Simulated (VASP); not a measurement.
A run of VASP 6.6.1 is set up as follows.

The input INCAR:

```
ALGO     = Normal         # electronic algorithm
EDIFF    = 1E-6           # SCF threshold, eV
ENCUT    = 520            # plane-wave cutoff, eV
GGA      = PE             # functional
ISIF     = 2              # what is computed and relaxed
ISMEAR   = 0              # smearing method
LASPH    = True           # aspherical terms in the spheres
LCHARG   = False          # write CHGCAR
LREAL    = False          # projectors in reciprocal space
LWAVE    = False          # write WAVECAR
NBANDS   = 35             # bands
NELM     = 100            # most SCF steps
PREC     = Accurate       # precision mode
SIGMA    = 0.02           # smearing width, eV
```

The input KPOINTS:

```
k-points
0
Gamma
  6 10 10
```

The input POSCAR:

```
PbO2
1.0
    6.3461961536      0.0000000000      0.0000000000
    0.0000000000      3.0027954443      2.5704909603
    0.0000000000     -3.0027954443      2.5704909603
Pb O
2 4
Direct
    0.0000000000      0.8967227157      0.8967227157
    0.5000000000      0.3967227157      0.3967227157
    0.9081834711      0.4763228476      0.3170733124
    0.4081834711      0.8170733124      0.9763228476
    0.5918165289      0.9763228476      0.8170733124
    0.0918165289      0.3170733124      0.4763228476
```

Potentials or basis: VASP PAW PBE potentials, release 64 (Pb_d, O).

The run is started by

```console
$ cat potpaw_PBE.64/Pb_d/POTCAR potpaw_PBE.64/O/POTCAR > POTCAR
$ mpirun -np 1 vasp_std > vasp.out
```

Q: Predict the pressure.

A: 0.1 GPa.

Q: Predict the largest force.

A: 0.162 eV/Å.

Q: Estimate the band gap on the k mesh.

A: 0.42 eV (least direct gap 0.62 eV).

Forces in eV/Å, atoms in the order of the input:
```
Pb   0.000  0.000  0.000
Pb   0.000  0.000  0.000
O   -0.126  0.103  0.000
O   -0.126 -0.103  0.000
O    0.126  0.103  0.000
O    0.126 -0.103  0.000
```

Caveat: spin-orbit coupling is left out, which moves the levels of the heavy elements. A k mesh can miss the band edges.
